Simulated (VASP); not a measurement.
# MgS (F-43m) in VASP: G0W0 quasiparticle levels with PBE

Aim: the G0W0 quasiparticle levels of MgS with PBE.

All numbers are computed with VASP 6.6.1; they aren't measurements. Logs are shortened: lines on timing, memory, paths and dates and some standing lists are left out, and cuts for length are marked.

### Step 1. The cell of the first run

It takes space group F-43m (No. 216, cubic). The conventional cell has a = 5.662 Å, b = 5.662 Å, c = 5.662 Å, α = 90.00°, β = 90.00°, γ = 90.00°. Within 3.2 Å of Mg (site symmetry -43m) lie 4 S at 2.45 Å. Within 3.2 Å of S (site symmetry -43m) lie 4 Mg at 2.45 Å.

### Step 2. G0W0 quasiparticle levels, PBE

File POSCAR:

```
MgS
1.0
    0.0000000000      2.8308768404      2.8308768404
    2.8308768404      0.0000000000      2.8308768404
    2.8308768404      2.8308768404      0.0000000000
Mg S
1 1
Direct
    0.0000000000      0.0000000000      0.0000000000
    0.2500000000      0.2500000000      0.2500000000
```

File INCAR.step1:

```
SYSTEM = MgS
ALGO = Normal
EDIFF = 1E-8
ENCUT = 500
GGA = PE
ISMEAR = 0
LASPH = .TRUE.
LCHARG = .FALSE.
LREAL = .FALSE.
LWAVE = .TRUE.
NELM = 60
PREC = Accurate
SIGMA = 0.01
```

File INCAR.step2:

```
SYSTEM = MgS
ALGO = Exact
EDIFF = 1E-8
ENCUT = 500
GGA = PE
ISMEAR = 0
ISTART = 1
LASPH = .TRUE.
LCHARG = .FALSE.
LOPTICS = .TRUE.
LREAL = .FALSE.
LWAVE = .TRUE.
NBANDS = 77
NELM = 1
PREC = Accurate
SIGMA = 0.01
```

File INCAR.step3:

```
SYSTEM = MgS
ALGO = EVGW0
EDIFF = 1E-8
ENCUT = 500
ENCUTGW = 80.0
GGA = PE
ISMEAR = 0
ISTART = 1
LASPH = .TRUE.
LCHARG = .FALSE.
LREAL = .FALSE.
LWAVE = .FALSE.
NBANDS = 77
NBANDSGW = 12
NELMGW = 1
NOMEGA = 48
PREC = Accurate
PRECFOCK = Fast
SIGMA = 0.01
```

File KPOINTS:

```
k-points
0
G
  4 4 4
  0 0 0
```

Potentials or basis: VASP PAW PBE potentials, release 64 (Mg_GW, S_GW).

Started as:

```
cat potpaw_PBE.64/Mg_GW/POTCAR potpaw_PBE.64/S_GW/POTCAR > POTCAR
cp INCAR.step1 INCAR
mpirun -np 1 vasp_std > vasp.out
cp INCAR.step2 INCAR
mpirun -np 1 vasp_std > vasp.out
cp INCAR.step3 INCAR
mpirun -np 1 vasp_std > vasp.out
```

OUTCAR:

```text
SYSTEM = MgS
   EDIFF = 1E-8
   ENCUT = 500
   ENCUTGW = 80.0
   GGA = PE
   ISMEAR = 0
   ISTART = 1
   LASPH = .TRUE.
   LREAL = .FALSE.
   NELMGW = 1
   PREC = Accurate
   PRECFOCK = Fast

 ion  position               nearest neighbor table
   1  0.000  0.000  0.000-   2 2.45   2 2.45   2 2.45   2 2.45
   2  0.250  0.250  0.250-   1 2.45   1 2.45   1 2.45   1 2.45

  LATTYP: Found a face centered cubic cell.
 ALAT       =     5.6617536808

  Lattice vectors:

 A1 = (   0.0000000000,   2.8308768404,   2.8308768404)
 A2 = (   2.8308768404,   0.0000000000,   2.8308768404)
 A3 = (   2.8308768404,   2.8308768404,   0.0000000000)

Analysis of symmetry for initial positions (statically):
=====================================================================
 Subroutine PRICEL returns:
 Original cell was already a primitive cell.

 Routine SETGRP: Setting up the symmetry group for a
 face centered cubic supercell.

 Subroutine GETGRP returns: Found 24 space group operations
 (whereof 24 operations were pure point group operations)
 out of a pool of 48 trial point group operations.

The static configuration has the point symmetry T_d .

Analysis of symmetry for dynamics (positions and initial velocities):
=====================================================================
 Subroutine PRICEL returns:
 Original cell was already a primitive cell.

 Routine SETGRP: Setting up the symmetry group for a
 face centered cubic supercell.

 Subroutine GETGRP returns: Found 24 space group operations
 (whereof 24 operations were pure point group operations)
 out of a pool of 48 trial point group operations.

The dynamic configuration has the point symmetry T_d .

 Subroutine INISYM returns: Found 24 space group operations
 (whereof 24 operations are pure point group operations),
 and found     1 'primitive' translations

----------------------------------------------------------------------------------------

                                     Primitive cell

  volume of cell :      45.3725

  direct lattice vectors                    reciprocal lattice vectors
     0.000000000  2.830876840  2.830876840    -0.176623721  0.176623721  0.176623721
     2.830876840  0.000000000  2.830876840     0.176623721 -0.176623721  0.176623721
     2.830876840  2.830876840  0.000000000     0.176623721  0.176623721 -0.176623721

  length of vectors
     4.003464421  4.003464421  4.003464421     0.305921258  0.305921258  0.305921258

  position of ions in fractional coordinates (direct lattice)
     0.000000000  0.000000000  0.000000000
     0.250000000  0.250000000  0.250000000

  ion indices of the primitive-cell ions
   primitive index   ion index
                 1           1
                 2           2

----------------------------------------------------------------------------------------

 KPOINTS: k-points

Automatic generation of k-mesh.
 Grid dimensions read from file:
 generate k-points for:    4    4    4

 Generating k-lattice:

  Cartesian coordinates                     Fractional coordinates (reciprocal lattice)
    -0.044155930  0.044155930  0.044155930     0.250000000  0.000000000  0.000000000
     0.044155930 -0.044155930  0.044155930     0.000000000  0.250000000  0.000000000
     0.044155930  0.044155930 -0.044155930     0.000000000  0.000000000  0.250000000

  Length of vectors
     0.076480314  0.076480314  0.076480314

  Shift w.r.t. Gamma in fractional coordinates (k-lattice)
     0.000000000  0.000000000  0.000000000

 Subroutine IBZKPT returns following result:
 ===========================================

 Found      8 irreducible k-points:

 Following reciprocal coordinates:
            Coordinates               Weight
  0.000000  0.000000  0.000000      1.000000
  0.250000  0.000000  0.000000      8.000000
  0.500000  0.000000  0.000000      4.000000
  0.250000  0.250000  0.000000      6.000000
  0.500000  0.250000  0.000000     24.000000
 -0.250000  0.250000  0.000000     12.000000
  0.500000  0.500000  0.000000      3.000000
 -0.250000  0.500000  0.250000      6.000000
   k-points           NKPTS =      8   k-points in BZ     NKDIM =     64   number of bands    NBANDS=     77
   number of dos      NEDOS =    301   number of ions     NIONS =      2
   total plane-waves  NPLWV =  27000
   dimension x,y,z NGX =    30 NGY =   30 NGZ =   30
   dimension x,y,z NGXF=    60 NGYF=   60 NGZF=   60
   ions per type =               1   1
   NGX,Y,Z   is equivalent  to a cutoff of  12.46, 12.46, 12.46 a.u.
   NGXF,Y,Z  is equivalent  to a cutoff of  24.92, 24.92, 24.92 a.u.
 SYSTEM =  MgS
   PREC   = accura    normal or accurate (medium, high low for compatibility)
   ISTART =      1    job   : 0-new  1-cont  2-samecut
   ICHARG =      0    charge: 1-file 2-atom 10-const
   ISPIN  =      1    spin polarized calculation?
   LNONCOLLINEAR =      F non collinear calculations
   LSORBIT =      F    spin-orbit coupling
   LASPH  =      T    aspherical Exc in radial PAW
   ENCUT  =  500.0 eV  36.75 Ry    6.06 a.u.   7.30  7.30  7.30*2*pi/ulx,y,z
   NELM   =     60;   NELMIN=  2; NELMDL=  0     # of ELM steps
   EDIFF  = 0.1E-07   stopping-criterion for ELM
   LREAL  =      F    real-space projection
   EDIFFG = 0.1E-06   stopping-criterion for IOM
   NSW    =      0    number of steps for IOM
   IBRION =     -1    ionic relax: 0-MD 1-quasi-New 2-CG
   NFREE  =      0    steps in history (QN), initial steepest desc. (CG)
   ISIF   =      0    stress and relaxation
   ISYM   =      3    0-nonsym 1-usesym 2-fastsym
   POTIM  = 0.5000    time-step for ionic-motion
   TEBEG  =    0.0;   TEEND  =   0.0 temperature during run
   PSTRESS=    0.0 pullay stress
   NELECT =       8.0000    total number of electrons
   NUPDOWN=      -1.0000    fix difference up-down
   EMIN   =  10.00;   EMAX   =-10.00  energy-range for DOS
   EFERMI =   0.00;   METHOD = LEGACY
   ISMEAR =     0;   SIGMA  =   0.01  broadening in eV -4-tet -1-fermi 0-gaus
   EFERMI_NEDOS =   21; number of points for ismear=-14 and -15
   IALGO  =     38    algorithm
   IMIX   =      4    mixing-type and parameters
     AMIX     =   0.40;   BMIX     =  1.00
     AMIX_MAG =   1.60;   BMIX_MAG =  1.00
  volume/ion in A,a.u.               =      22.69       153.09
  Fermi-wavevector in a.u.,A,eV,Ry     =   0.917995  1.734760 11.465842  0.842716
  Thomas-Fermi vector in A             =   2.043027
   LORBIT       =      0    0 simple, 1 ext, 2 COOP (PROOUT), +10 PAW based schemes
   GGA     = PE    functional components
   LHFCALC =     T    Hartree Fock is set to
   PRECFOCK=fast      Normal, Fast or Accurate (Low or Medium for compatibility)
   ENCUT4O =  -1.0   cutoff for four orbital integrals eV
   NKREDX  =     1    reduce k-point grid by
   NKREDY  =     1    reduce k-point grid by
   NKREDZ  =     1    reduce k-point grid by
   AEXX    =    1.0000 exact exchange contribution
   HFSCREEN=    0.0000 screening length (either q_TF or 0.3 A-1)
   HFSCREENC=   0.0000 screening length for correlation (either q_TF or 0.3 A-1)
   ENCUTFOCK=  -1.0 apply spherical cutoff to Coloumb kernel
   IVDW    =     0    specifies the selected vdW correction
   LEPSILON=     F    determine dielectric tensor
   LRPA    =     F    only Hartree local field effects (RPA)
   LRPAFORCE           =     F    calculate RPA forces
   ENCUTGW             =  80.0    cutoff for response function in eV
   ENCUTGWSOFT         =  64.0    soft cutoff for Coulomb kernel in GW response function in eV
   ENCUTLF             =  -1.0    cutoff for local field effects
   NELMGW              =     1    number of iterations in solving QP/BSE equation
   NELMHF              =     1    number of iterations in the inner HF iteration
   NKREDLFX            =     1    NKREDLFY  =   1   NKREDLFZ  =   1
 non-spin polarized calculation
 Gauss-broadening in eV      SIGMA  =   0.01
  energy-cutoff  :      500.00
  volume of cell :       45.37
 maximum number of plane-waves:      1174
 NGX is ok and might be reduce to    30
  NGX = 18; NGY = 18; NGZ = 18
   NGX = 15   NGY = 15   NGZ = 15
 maximum number of plane-waves:        80
 NGX is ok and might be reduce to    14

 QP shifts <psi_nk| G(iteration)W_0 |psi_nk>: iteration 1
 for sc-GW calculations column KS-energies equals QP-energies in previous step
 and V_xc(KS)=  KS-energies - (<T + V_ion + V_H > + <T+V_H+V_ion>^1  + <V_x>^1)

 k-point   1 :       0.0000    0.0000    0.0000
  band No.  KS-energies  QP-energies   sigma(KS)   V_xc(KS)     V^pw_x(r,r')   Z            occupation Imag(sigma)

      1     -10.1836     -10.8232     -13.7460     -12.8414     -20.9013       0.7070       2.0000       1.4041
      2       1.0860       0.1604     -14.1295     -12.9220     -16.1864       0.7665       2.0000       0.0770
      3       1.0860       0.1604     -14.1295     -12.9220     -16.1864       0.7665       2.0000       0.0770
      4       1.0860       0.1604     -14.1295     -12.9220     -16.1864       0.7665       2.0000       0.0770
      5       4.5383       5.1059      -7.5952      -8.3030      -4.3183       0.8020       0.0000      -0.0726
      6       9.0009       9.9168      -7.6348      -8.8021      -3.8217       0.7846       0.0000      -0.0942
      7       9.0009       9.9168      -7.6348      -8.8021      -3.8217       0.7846       0.0000      -0.0942
      8       9.0009       9.9168      -7.6348      -8.8021      -3.8217       0.7846       0.0000      -0.0942
      9      11.8469      12.8687      -8.1691      -9.4988      -3.9342       0.7685       0.0000      -0.1475
     10      11.8469      12.8687      -8.1691      -9.4988      -3.9342       0.7685       0.0000      -0.1475
     11      14.8007      15.1492      -6.2207      -6.6801      -1.4227       0.7587       0.0000      -0.3580
     12      15.0086      15.2575      -6.5270      -6.8549      -1.5578       0.7590       0.0000      -0.5406

 k-point   2 :       0.2500    0.0000    0.0000
  band No.  KS-energies  QP-energies   sigma(KS)   V_xc(KS)     V^pw_x(r,r')   Z            occupation Imag(sigma)
[... 97 lines left out ...]
      1      -9.2730      -9.7329     -14.3822     -13.7018     -21.3944       0.6759       2.0000       1.1087
      2      -1.2125      -2.3506     -12.6393     -11.1066     -15.1631       0.7425       2.0000       0.1099
      3      -0.7447      -1.9172     -12.8232     -11.2622     -15.2082       0.7511       2.0000       0.0973
      4      -0.2383      -1.3389     -12.8929     -11.4385     -15.0990       0.7568       2.0000       0.0856
      5       6.6110       7.1528      -7.5227      -8.2064      -4.1219       0.7924       0.0000      -0.0821
      6       8.9779      10.0801      -8.6763     -10.1028      -4.7992       0.7727       0.0000      -0.1019
      7       9.2639      10.0060      -7.8393      -8.7821      -4.1026       0.7872       0.0000      -0.0958
      8       9.6050      10.3008      -7.1968      -8.0958      -3.0917       0.7739       0.0000      -0.1213
      9      13.6858      14.3932      -7.9373      -8.9066      -2.8358       0.7298       0.0000      -0.3481
     10      14.7634      16.0517      -9.5001     -11.2365      -4.5618       0.7420       0.0000      -0.3246
     11      14.8454      15.4140      -7.9312      -8.6953      -2.8809       0.7441       0.0000      -0.4276
     12      16.0487      17.1455      -8.9246     -10.3531      -3.7908       0.7679       0.0000      -0.5048
```

Wall time 1.7 min (1 thread of Intel Xeon 6975P-C, shared host); peak memory 0.44 GiB.

Results:

```yaml
Band_gap_on_the_k_mesh_mean-field_level: 3.45 eV, direct
Quasiparticle_gap: 4.95 eV
Least_direct_quasiparticle_gap: 4.95 eV
```

Caveat: the k points lie up to 0.48 Å⁻¹ apart; bands, screening cutoff and mesh are small and nothing is extrapolated, so the quasiparticle values aren't converged. A k mesh can miss the band edges.
